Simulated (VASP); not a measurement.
Set up this calculation in VASP 6.6.1, as the native input.

- Task: single point
- Functional: PBE
- Potentials or basis: VASP PAW PBE potentials, release 64 (Mg, S)
- Cutoff: 520 eV
- k mesh: 10 × 10 × 10
- Occupations: gaussian, width 0.1 eV
- Spin: no spin polarisation
- Dipole correction: no
- Further INCAR settings: ALGO = Normal; EDIFF = 1e-07; NBANDS = 19

The structure of Mg2S lies in POSCAR:

```
Mg2S
1.0
   -2.9588728922      2.9588728922      3.4590813094
    2.9588728922     -2.9588728922      3.4590813094
    2.9588728922      2.9588728922     -3.4590813094
Mg S
4 2
Direct
    0.6799618883      0.1799618883      0.8599237766
    0.1799618883      0.3200381117      0.5000000000
    0.3200381117      0.8200381117      0.1400762234
    0.8200381117      0.6799618883      0.5000000000
    0.2500000000      0.2500000000      0.0000000000
    0.7500000000      0.7500000000      0.0000000000
```

These files were run (other wordings do the same):

INCAR

```
SYSTEM = Mg2S
PREC     = Accurate       ! precision mode
ENCUT    = 520            ! plane-wave cutoff, eV
EDIFF    = 1E-7           ! SCF threshold, eV
ISMEAR   = 0              ! smearing method
SIGMA    = 0.1            ! smearing width, eV
LREAL    = .FALSE.        ! projectors in reciprocal space
LASPH    = .TRUE.         ! aspherical terms in the spheres
NELM     = 100            ! most SCF steps
ALGO     = Normal         ! electronic algorithm
ISIF     = 2              ! what is computed and relaxed
LWAVE    = .FALSE.        ! write WAVECAR
LCHARG   = .FALSE.        ! write CHGCAR
GGA      = PE             ! functional
NBANDS   = 19             ! bands
```

KPOINTS

```
Automatic mesh
0
G
  10 10 10
  0 0 0
```

Potentials or basis: VASP PAW PBE potentials, release 64 (Mg, S).

Launch:

```sh
$ cat potpaw_PBE.64/Mg/POTCAR potpaw_PBE.64/S/POTCAR > POTCAR
$ mpirun -np 1 vasp_std > vasp.out
```

Results of the run:

```json
{"Pressure": "-0.2 GPa", "Largest force": "0.004 eV/Å", "Band gap on the k mesh": "zero (bands 10 and 11 overlap by 0.69 eV)"}
```

Caveat: semilocal functionals underestimate gaps, and a narrow one can read as zero.

Wall time 120 s on 1 thread of Intel(R) Xeon(R) Platinum 8488C (Sapphire Rapids) (shared host), peak memory 0.37 GiB.
